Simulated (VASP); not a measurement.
NaH, 2 atoms in the cell. The structure is cubic, space group Fm-3m (No. 225). Conventional cell: a = 4.880 Å, b = 4.880 Å, c = 4.880 Å, α = 90.00°, β = 90.00°, γ = 90.00°. Within 3.2 Å of Na (site symmetry m-3m) lie 6 H at 2.44 Å. Within 3.2 Å of H (site symmetry m-3m) lie 6 Na at 2.44 Å. 

| Item | Value |
| --- | --- |
| Program | VASP 6.6.1 |
| Task | single point |
| Functional | PBE-based screened hybrid with 10 % exact exchange |
| Potentials or basis | VASP PAW PBE potentials, release 64 (Na_pv, H) |
| Cutoff | 520 eV |
| k mesh | 5 × 5 × 5 |
| Occupations | fermi-dirac, width 0.05 eV |
| Spin | no spin polarisation |
| Dipole correction | no |
| Grid for exact exchange (PRECFOCK) | Normal |
| Share of exact exchange | 0.1 |
| Further INCAR settings | ALGO = Normal; EDIFF = 1e-07; NBANDS = 11 |
| Screening parameter | 0.2 1/Å |

Potentials or basis: VASP PAW PBE potentials, release 64 (Na_pv, H).

The run is started by

```sh
$ cat potpaw_PBE.64/Na_pv/POTCAR potpaw_PBE.64/H/POTCAR > POTCAR
$ cp INCAR.step1 INCAR
$ mpirun -np 1 vasp_std > vasp.out
$ cp INCAR.step2 INCAR
$ mpirun -np 1 vasp_std > vasp.out
```

Hardware: 1 thread of Intel Xeon 8259CL (shared host).

Task: Estimate the wall time of this run.

Result: Run time: 4.5 min on 1 thread of Intel Xeon 8259CL, with other jobs on the host, peak memory 0.25 GiB. Counts: k points 10.
